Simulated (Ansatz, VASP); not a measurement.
## One calculation of C, two programs

```
CELL_PARAMETERS angstrom
3.56680 0.00000 0.00000
0.00000 -3.56680 0.00000
0.00000 0.00000 -3.56680
ATOMIC_POSITIONS crystal
C 0.50000 0.00000 0.00000
C 0.00000 0.50000 0.00000
C 0.00000 0.00000 0.50000
C 0.50000 0.50000 0.50000
C 0.75000 0.75000 0.75000
C 0.25000 0.25000 0.75000
C 0.25000 0.75000 0.25000
C 0.75000 0.25000 0.25000
```

Alike in both runs: task single point; functional PBE; k mesh 6 × 6 × 6; occupations gaussian, width 0.05 eV; no spin polarisation.

|  | VASP | Ansatz |
| --- | --- | --- |
| version | VASP 6.6.1 | Ansatz 0.2.0 |
| potentials or method | VASP PAW PBE potentials, release 64 (C) | scalar-relativistic, plane waves, PAW |
| plane-wave cutoff (eV) | 600 | 420 |
| valence electrons in the cell | 32 | 32 |

VASP gave:

| Property | Result |
| --- | --- |
| gap on the k mesh at the Fermi level (eV) | 4.15 |
| pressure (GPa) | 1.8 |

Problem. Estimate Ansatz's values.

Solution. gap on the k mesh at the Fermi level (eV): 4.16; pressure (GPa): 1.8.
